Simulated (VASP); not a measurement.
# Si2Mo (I4/mmm) in VASP: relaxation of cell and atoms with PBEsol

Aim: the relaxation of cell and atoms of Si2Mo with PBEsol.

All numbers are computed with VASP 6.6.1; they aren't measurements. Logs are shortened: lines on timing, memory, paths and dates and some standing lists are left out, and cuts for length are marked.

**1. The cell of the first run**

The structure is tetragonal, space group I4/mmm (No. 139). The conventional cell has a = 3.204 Å, b = 3.204 Å, c = 7.816 Å, α = 90.00°, β = 90.00°, γ = 90.00°. Within 3.4 Å of Si (site symmetry 4mm) lie 9 Si at 2.57 to 3.20 Å and 5 Mo at 2.61 to 2.62 Å. Mo (site symmetry 4/mmm) has 10 Si at 2.61 to 2.62 Å and 4 Mo at 3.20 Å within 3.4 Å.

**2. Relaxation of cell and atoms, PBEsol**

Input file INCAR:

```
SYSTEM = Si2Mo
PREC = Accurate ; ENCUT = 600
EDIFF = 1E-6 ; ISMEAR = 0
SIGMA = 0.1 ; LREAL = .False.
LASPH = .True. ; NELM = 80
ALGO = Normal ; ISIF = 3
LWAVE = .False. ; LCHARG = .False.
GGA = PS ; IBRION = 2
NSW = 100 ; EDIFFG = -0.002
LUSENCCL = .False.
```

Input file KPOINTS:

```
Automatic mesh
0
Gamma
  18 18 18
  0 0 0
```

Input file POSCAR:

```
Si2Mo
1.0
   -1.6021322800      1.6021322800      3.9080959800
    1.6021322800     -1.6021322800      3.9080959800
    1.6021322800      1.6021322800     -3.9080959800
Si Mo
2 1
Direct
    0.6645706300      0.6645706300      0.0000000000
    0.3354293700      0.3354293700      0.0000000000
    0.0000000000      0.0000000000      0.0000000000
```

Potentials or basis: VASP PAW PBE potentials, release 64 (Si, Mo_sv).

Command:

```console
> cat potpaw_PBE.64/Si/POTCAR potpaw_PBE.64/Mo_sv/POTCAR > POTCAR
> mpirun -np 1 vasp_std > vasp.out
```

OUTCAR:

```text
SYSTEM = Si2Mo
   PREC = Accurate
   ENCUT = 600
   EDIFF = 1E-6
   ISMEAR = 0
   LREAL = .False.
   LASPH = .True.
   NELM = 80
   ISIF = 3
   GGA = PS
   IBRION = 2
   NSW = 100
   EDIFFG = -0.002

 ion  position               nearest neighbor table
   1  0.665  0.665  0.000-   2 2.57   3 2.61   3 2.61   3 2.61   3 2.61   3 2.62   2 2.63   2 2.63
                             2 2.63   2 2.63
   2  0.335  0.335  0.000-   1 2.57   3 2.61   3 2.61   3 2.61   3 2.61   3 2.62   1 2.63   1 2.63
                             1 2.63   1 2.63
   3  0.000  0.000  0.000-   2 2.61   1 2.61   1 2.61   1 2.61   1 2.61   2 2.61   2 2.61   2 2.61
                             1 2.62   2 2.62

  LATTYP: Found a body centered tetragonal cell.
 ALAT       =     3.2042645600
 C/A-ratio  =     2.4393091811

  Lattice vectors:

 A1 = (  -1.6021322800,   1.6021322800,   3.9080959800)
 A2 = (   1.6021322800,  -1.6021322800,   3.9080959800)
 A3 = (   1.6021322800,   1.6021322800,  -3.9080959800)

Analysis of symmetry for initial positions (statically):
=====================================================================
 Subroutine PRICEL returns:
 Original cell was already a primitive cell.

 Routine SETGRP: Setting up the symmetry group for a
 body centered tetragonal supercell.

 Subroutine GETGRP returns: Found 16 space group operations
 (whereof 16 operations were pure point group operations)
 out of a pool of 16 trial point group operations.

The static configuration has the point symmetry D_4h.

Analysis of symmetry for dynamics (positions and initial velocities):
=====================================================================
 Subroutine PRICEL returns:
 Original cell was already a primitive cell.

 Routine SETGRP: Setting up the symmetry group for a
 body centered tetragonal supercell.

 Subroutine GETGRP returns: Found 16 space group operations
 (whereof 16 operations were pure point group operations)
 out of a pool of 16 trial point group operations.

The dynamic configuration has the point symmetry D_4h.

 Subroutine INISYM returns: Found 16 space group operations
 (whereof 16 operations are pure point group operations),
 and found     1 'primitive' translations

----------------------------------------------------------------------------------------

                                     Primitive cell

[... 106 lines left out ...]
   EFERMI =   0.00;   METHOD = LEGACY
   ISMEAR =     0;   SIGMA  =   0.10  broadening in eV -4-tet -1-fermi 0-gaus
   EFERMI_NEDOS =   21; number of points for ismear=-14 and -15
   IALGO  =     38    algorithm
   IMIX   =      4    mixing-type and parameters
     AMIX     =   0.40;   BMIX     =  1.00
     AMIX_MAG =   1.60;   BMIX_MAG =  1.00
  volume/ion in A,a.u.               =      13.38        90.26
  Fermi-wavevector in a.u.,A,eV,Ry     =   1.339908  2.532060 24.427277  1.795354
  Thomas-Fermi vector in A             =   2.468263
   LORBIT       =      0    0 simple, 1 ext, 2 COOP (PROOUT), +10 PAW based schemes
   GGA     = PS    functional components
   LHFCALC =     F    Hartree Fock is set to
   AEXX    =    0.0000 exact exchange contribution
   IVDW    =     0    specifies the selected vdW correction
   LEPSILON=     F    determine dielectric tensor
   LRPA    =     F    only Hartree local field effects (RPA)
 conjugate gradient relaxation of ions
 non-spin polarized calculation
 Gauss-broadening in eV      SIGMA  =   0.10
  energy-cutoff  :      600.00
  volume of cell :       40.13
 maximum number of plane-waves:      1358
   NGX = 19   NGY = 19   NGZ = 19

--------------------------------------- Ionic step        1  -------------------------------------------

 number of electron      22.0000000 magnetization

 Free energy of the ion-electron system (eV)
  ---------------------------------------------------
  ext. energy  EPLUGINS =         0.00000000
  ---------------------------------------------------
  free energy    TOTEN  =       -25.07822956 eV

  energy without entropy =      -25.07705299  energy(sigma->0) =      -25.07764128

------------------------ aborting loop because EDIFF is reached ----------------------------------------

  FORCE on cell =-STRESS in cart. coord.  units (eV):
  Direction    XX          YY          ZZ          XY          YZ          ZX
  --------------------------------------------------------------------------------------
  -------------------------------------------------------------------------------------
  Total       -0.4748832     -0.4748832     -0.0287504      0.0000000      0.0000000      0.0000000
  in kB      -18.9616214    -18.9616214     -1.1479748      0.0000000      0.0000000      0.0000000
  external PRESSURE =     -13.0237392 kB  Pullay stress =       0.0000000 kB
[... 172 lines left out ...]
--------------------------------------- Ionic step        6  -------------------------------------------

 number of electron      22.0000000 magnetization

 Free energy of the ion-electron system (eV)
  ---------------------------------------------------
  ext. energy  EPLUGINS =         0.00000000
  ---------------------------------------------------
  free energy    TOTEN  =       -25.08019222 eV

  energy without entropy =      -25.07900893  energy(sigma->0) =      -25.07960057

 E-fermi :  12.3134     XC(G=0): -12.5547

 val. band max:       12.3126623970   @ k =  -0.3333  -0.3333   0.2778
 cond. band min:      12.3172229000   @ k =  -0.0556   0.0556   0.0000
 fundamental gap:      0.0045605030
 Fermi energy:        12.3133899412

 k-point     1 :       0.0000    0.0000    0.0000
  band No.  band energies     occupation
      1     -48.2957      2.00000
      2     -22.4853      2.00000
      3     -22.4028      2.00000
      4     -22.4028      2.00000
      5      -1.1739      2.00000
      6       5.8536      2.00000
      7       8.9195      2.00000
      8       9.1800      2.00000
      9       9.6760      2.00000
     10       9.6760      2.00000
     11      12.6941      0.00000
     12      15.4511      0.00000
     13      15.5376      0.00000
     14      15.8654      0.00000
[... 401 lines left out ...]
      2     -22.5141      2.00000
      3     -22.4750      2.00000
      4     -22.4002      2.00000
      5      -0.2990      2.00000
      6       5.9368      2.00000
      7       7.2297      2.00000
      8       9.0353      2.00000
      9       9.6818      2.00000
     10      10.4871      2.00000
     11      10.9995      2.00000
     12      14.1755      0.00000
     13      14.5704      0.00000
     14      16.4431      0.00000
     15      16.7086      0.00000

 [... further k-points ...]
[... 5 lines left out ...]
  --------------------------------------------------------------------------------------
  -------------------------------------------------------------------------------------
  Total       -0.0025134     -0.0025134     -0.0050978      0.0000000      0.0000000     -0.0000000
  in kB       -0.1010204     -0.1010204     -0.2048955      0.0000000      0.0000000     -0.0000000
  external PRESSURE =      -0.1356455 kB  Pullay stress =       0.0000000 kB
[... 18 lines left out ...]
  FREE ENERGIE OF THE ION-ELECTRON SYSTEM (eV)
  ---------------------------------------------------
  free  energy   TOTEN  =       -25.0801922175 eV

  energy  without entropy=      -25.0790089255  energy(sigma->0) =      -25.07960057

 reached required accuracy - stopping structural energy minimisation
```

OSZICAR:

```text
N       E                     dE             d eps       ncg     rms          rms(c)
DAV:   1     0.134884488513E+03    0.13488E+03   -0.12424E+04 14408   0.156E+03
DAV:   2    -0.224442612116E+02   -0.15733E+03   -0.15529E+03 17501   0.359E+02
DAV:   3    -0.260367991439E+02   -0.35925E+01   -0.35168E+01 19385   0.480E+01
[... 43 lines left out ...]
       N       E                     dE             d eps       ncg     rms          rms(c)
DAV:   1    -0.250802015192E+02   -0.20119E-04   -0.61133E-04 16745   0.207E-01    0.177E-02
DAV:   2    -0.250801940765E+02    0.74427E-05   -0.26322E-05 17501   0.391E-02    0.997E-03
DAV:   3    -0.250801924351E+02    0.16414E-05   -0.44285E-06 14089   0.164E-02    0.331E-03
DAV:   4    -0.250801922175E+02    0.21754E-06   -0.93360E-07  7802   0.836E-03
   6 F= -.25080192E+02 E0= -.25079601E+02  d E =-.105143E-04
```

CONTCAR:

```text
Si2Mo
    1.000000000000000
    -1.5960163432116945    1.5960163432116945    3.9122825986475616
     1.5960163432116945   -1.5960163432116945    3.9122825986475616
     1.5960163432116945    1.5960163432116945   -3.9122825986475616
  Si              Mo
     2     1
Direct
     0.6649297317906333    0.6649297317906333    1.0000000000000000
     0.3350702682093666    0.3350702682093666    1.0000000000000000
     0.0000000000000000    0.0000000000000000    0.0000000000000000

  0.00000000E+00  0.00000000E+00  0.00000000E+00
  0.00000000E+00  0.00000000E+00  0.00000000E+00
  0.00000000E+00  0.00000000E+00  0.00000000E+00
```

Wall time 38 min (1 × NVIDIA H100 80GB with 1 thread of AMD EPYC 7R13 (Zen 3), shared host); peak memory 1.5 GiB.

What came out:

* Free energy: -25.0802 eV
* Relaxed volume: 13.29 Å³/atom
* Relaxed cell: a = 4.517 Å, b = 4.517 Å, c = 4.517 Å, α = 138.61°, β = 138.61°, γ = 59.96°
* Space group after relaxing (to 0.1 Å): I4/mmm (No. 139)
* Energy gained by relaxing: 0.7 meV/atom
* Ionic steps: 6
* Pressure after relaxing: 0.0 GPa
* Band gap on the k mesh: zero (bands 11 and 12 overlap by 0.94 eV)

Step by step:
```
step  energy change (eV)  largest force (eV/Å)  pressure (GPa)  volume (Å³)
   1              0.0000                0.0474           -1.30        40.13
   2              0.0005                0.0322            2.04        39.50
   3             -0.0018                0.0401            0.25        39.83
   4             -0.0019                0.0044           -0.19        39.89
   5             -0.0020                0.0125           -0.01        39.86
   6             -0.0020                0.0019           -0.01        39.86
```

Final structure:
```yaml
crystal:
  lattice:
    - [-1.59602, 1.59602, 3.91228]
    - [1.59602, -1.59602, 3.91228]
    - [1.59602, 1.59602, -3.91228]
  atoms:
    - { symbol: Si, position: [0.66493, 0.66493, 0.00000] }
    - { symbol: Si, position: [0.33507, 0.33507, 0.00000] }
    - { symbol: Mo, position: [0.00000, 0.00000, 0.00000] }
```

Levels at points of the mesh, in eV from the Fermi level:
| k point | band 8 | band 9 | band 10 | band 11 | band 12 | band 13 | band 14 | band 15 |
| --- | --- | --- | --- | --- | --- | --- | --- | --- |
| (0.00, 0.00, 0.00) | -3.13 | -2.64 | -2.64 | 0.38 | 3.14 | 3.22 | 3.55 | 3.55 |
| (0.50, 0.00, 0.00) | -4.51 | -2.62 | -2.60 | -0.52 | 2.28 | 3.13 | 4.14 | 4.22 |
| (0.50, 0.50, 0.00) | -5.17 | -4.47 | -3.10 | -1.22 | 2.33 | 2.77 | 3.18 | 3.37 |
| (0.50, 0.50, 0.50) | -2.23 | -0.59 | -0.59 | -0.46 | -0.46 | 0.52 | 4.77 | 5.24 |

Caveat: the PAW data sets were made with another functional, which shifts forces and pressure a little.
